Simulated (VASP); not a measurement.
# Ru (P6_3/mmc) in VASP: a series of runs, part 2 of 2

VASP 6.6.1.

## Step 4: Single point, LDA

This run uses another cell than the first one, of 13.09 Å³/atom.

The input, INCAR:

```
SYSTEM = Ru
ALGO = Normal
EDIFF = 1E-6
ENCUT = 560
GGA_COMPAT = .False.
ISIF = 2
ISMEAR = -1
LASPH = .True.
LCHARG = .True.
LELF = .True.
LREAL = .False.
LVHAR = .True.
LWAVE = .False.
NBANDS = 23
NELM = 120
PREC = Accurate
SIGMA = 0.1
```

The input, KPOINTS:

```
k-points
0
Gamma
  8 8 5
  0 0 0
```

The input, POSCAR:

```
Ru
1.0
    2.6775346364      0.0000000000      0.0000000000
   -1.3387673182      2.3188130146      0.0000000000
    0.0000000000      0.0000000000      4.2181251212
Ru
2
Direct
    0.3333333333      0.6666666667      0.2500000000
    0.6666666667      0.3333333333      0.7500000000
```

Command:

```
$ cat potpaw_LDA.64/Ru_sv/POTCAR > POTCAR
$ mpirun -np 1 vasp_std > vasp.out
```

Run time: 14 s. Hardware: 1 thread of AMD EPYC 7R13 (Zen 3), shared host; peak memory 0.11 GiB.

The run converged. Its results:

| Item | Value |
| --- | --- |
| Free energy | -21.4614 eV |
| Pressure | 0.0 GPa |
| Band gap on the k mesh | zero (bands 16 and 17 overlap by 3.15 eV) |

Stress tensor (GPa, compression positive):
```
-0.65  0.00  0.00
 0.00 -0.65  0.00
 0.00  0.00  1.38
```

Levels at points of the mesh, in eV from the Fermi level:
| k point | band 12 | band 13 | band 14 | band 15 | band 16 | band 17 | band 18 | band 19 | band 20 | band 21 |
| --- | --- | --- | --- | --- | --- | --- | --- | --- | --- | --- |
| (0.00, 0.00, 0.00) | -2.73 | -2.50 | -1.99 | -1.99 | -1.48 | -1.48 | 1.29 | 1.29 | 1.42 | 10.77 |
| (0.50, 0.00, 0.00) | -3.20 | -2.12 | -1.84 | -1.55 | 1.54 | 1.99 | 2.11 | 4.31 | 6.40 | 11.34 |

## Step 5: Single point, LDA

This run uses another cell than the first one, of 13.09 Å³/atom.

The input, INCAR:

```
SYSTEM = Ru
PREC = Accurate ; ENCUT = 560
EDIFF = 1E-6 ; ISMEAR = 0
SIGMA = 0.6 ; LREAL = .FALSE.
LASPH = .TRUE. ; NELM = 120
ALGO = Normal ; ISIF = 2
LWAVE = .FALSE. ; LCHARG = .FALSE.
NBANDS = 23 ; GGA_COMPAT = .FALSE.
```

The input, KPOINTS:

```
Automatic mesh
0
G
  13 13 8
  0 0 0
```

POSCAR is that of step 4.

Potentials or basis: VASP PAW LDA potentials, release 64 (Ru_sv).

Command:

```
$ cat potpaw_LDA.64/Ru_sv/POTCAR > POTCAR
$ mpirun -np 1 vasp_std > vasp.out
```

OUTCAR:

```text
SYSTEM = Ru
   PREC = Accurate
   ENCUT = 560
   EDIFF = 1E-6
   ISMEAR = 0
   LREAL = .FALSE.
   LASPH = .TRUE.
   NELM = 120
   ISIF = 2

 ion  position               nearest neighbor table
   1  0.333  0.667  0.250-   2 2.61   2 2.61   2 2.61   2 2.61   2 2.61   2 2.61
   2  0.667  0.333  0.750-   1 2.61   1 2.61   1 2.61   1 2.61   1 2.61   1 2.61

  LATTYP: Found a hexagonal cell.
 ALAT       =     2.6775346364
 C/A-ratio  =     1.5753764914

  Lattice vectors:

 A1 = (   2.6775346364,   0.0000000000,   0.0000000000)
 A2 = (  -1.3387673182,   2.3188130146,   0.0000000000)
 A3 = (   0.0000000000,   0.0000000000,   4.2181251212)

Analysis of symmetry for initial positions (statically):
[... 805 lines left out ...]
     23      33.8859      0.00000

 [... further k-points ...]
[... 5 lines left out ...]
  --------------------------------------------------------------------------------------
  -------------------------------------------------------------------------------------
  Total        0.1977894      0.1977894      0.4316342     -0.0000000      0.0000000     -0.0000000
  in kB       12.1002223     12.1002223     26.4062167     -0.0000000      0.0000000     -0.0000000
  external PRESSURE =      16.8688871 kB  Pullay stress =       0.0000000 kB

 VOLUME and BASIS-vectors are now :
 -----------------------------------------------------------------------------
  energy-cutoff  :      560.00
  volume of cell :       26.19
      direct lattice vectors                 reciprocal lattice vectors
     2.677534636  0.000000000  0.000000000     0.373477895  0.215627563  0.000000000
    -1.338767318  2.318813015  0.000000000     0.000000000  0.431255127  0.000000000
     0.000000000  0.000000000  4.218125121     0.000000000  0.000000000  0.237072152

 POSITION                                       TOTAL-FORCE (eV/Angst)
 -----------------------------------------------------------------------------------
     -0.00000      1.54588      1.05453         0.000000      0.000000      0.000000
      1.33877      0.77294      3.16359        -0.000000     -0.000000      0.000000
 -----------------------------------------------------------------------------------
    total drift:                               -0.000000      0.000000     -0.000000

  FREE ENERGIE OF THE ION-ELECTRON SYSTEM (eV)
  ---------------------------------------------------
  free  energy   TOTEN  =       -21.5411070546 eV

  energy  without entropy=      -21.2472236153  energy(sigma->0) =      -21.39416533
```

Wall time 37 s (1 thread of Intel Xeon Platinum 8259CL at 2.50GHz (Skylake/Cascade Lake), shared host); peak memory 0.17 GiB.

What came out:

* Free energy: -21.5411 eV
* Pressure: 1.7 GPa
* Band gap on the k mesh: zero (bands 16 and 17 overlap by 3.29 eV)

Stress tensor (GPa, compression positive):
```
1.21 0.00 0.00
0.00 1.21 0.00
0.00 0.00 2.64
```

Levels at points of the mesh, in eV from the Fermi level:
| k point | band 12 | band 13 | band 14 | band 15 | band 16 | band 17 | band 18 | band 19 | band 20 | band 21 |
| --- | --- | --- | --- | --- | --- | --- | --- | --- | --- | --- |
| (0.00, 0.00, 0.00) | -2.79 | -2.55 | -2.05 | -2.05 | -1.53 | -1.53 | 1.24 | 1.24 | 1.37 | 10.72 |
| (0.00, 0.00, 0.50) | -2.97 | -2.97 | -2.97 | -2.84 | -2.84 | 0.58 | 0.58 | 0.58 | 0.58 | 14.42 |

Caveat: so wide a smearing shifts energies and pressures.

## Step 6: Summary

```csv
potentials or basis,spin,cell,k mesh,cutoff (eV),smearing,gap on the mesh (eV),pressure (GPa)
"VASP PAW LDA potentials, release 64 (Ru_pv)","collinear, ferromagnetic start","a = 2.642, b = 2.642, c = 4.158 Å, angles 90.0, 90.0, 120.0°, 2 atoms",22 × 22 × 12,520,fermi-dirac 0.05 eV,none,17.7
"VASP PAW LDA potentials, release 64 (Ru_sv)",off,"a = 2.678, b = 2.678, c = 4.218 Å, angles 90.0, 90.0, 120.0°, 2 atoms",13 × 13 × 8,560,gaussian 0.3 eV,none,0.6
"VASP PAW LDA potentials, release 64 (Ru_sv)",off,"a = 2.678, b = 2.678, c = 4.218 Å, angles 90.0, 90.0, 120.0°, 2 atoms",8 × 8 × 5,560,fermi-dirac 0.1 eV,none,0.0
"VASP PAW LDA potentials, release 64 (Ru_sv)",off,"a = 2.678, b = 2.678, c = 4.218 Å, angles 90.0, 90.0, 120.0°, 2 atoms",13 × 13 × 8,560,gaussian 0.6 eV,none,1.7
```

Alike in all rows: task single point; level LDA.

Caveats: so wide a smearing shifts energies and pressures (at least some runs); the cell stands under pressure (at least some runs); an empty level that is flat over the whole mesh can mark a ghost state of the potentials, or a narrow d or f band (at least some runs).

Absolute energies hang on the potentials; compare differences alone.
